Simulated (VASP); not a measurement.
Co, 8 atoms in the cell. It takes space group Fm-3m (No. 225, cubic). Conventional cell: a = 3.511 Å, b = 3.511 Å, c = 3.511 Å, α = 90.00°, β = 90.00°, γ = 90.00°. Within 3.3 Å of Co (site symmetry m-3m) lie 12 Co at 2.48 Å. This isn't the form of Co at room conditions, which is hcp.

```yaml
Program: VASP 6.6.1
Task: single point
Functional: r2SCAN
Potentials_or_basis: VASP PAW PBE potentials, release 64 (Co)
Cutoff: 520 eV
k_mesh: 8 × 8 × 8
Occupations: gaussian, width 0.1 eV
Spin: collinear spin, ferromagnetic start
Starting_moments: "[2.14, 2.14, 2.14, 2.14, 2.14, 2.14, 2.14, 2.14] μB"
Dipole_correction: no
Further_INCAR_settings: ALGO = Normal; EDIFF = 1e-06; NBANDS = 50
```

Potentials or basis: VASP PAW PBE potentials, release 64 (Co).

Command:

```console
$ cat potpaw_PBE.64/Co/POTCAR > POTCAR
$ cp INCAR.step1 INCAR
$ mpirun -np 1 vasp_std > vasp.out
$ cp INCAR.step2 INCAR
$ mpirun -np 1 vasp_std > vasp.out
```

Hardware: 1 thread of Intel Xeon 8259CL, on a shared host.

Q: Estimate the wall time of this run.

A: Wall time 19 min on 1 thread of Intel Xeon 8259CL, on a shared host, peak memory 0.42 GiB. Counts: k points 29.
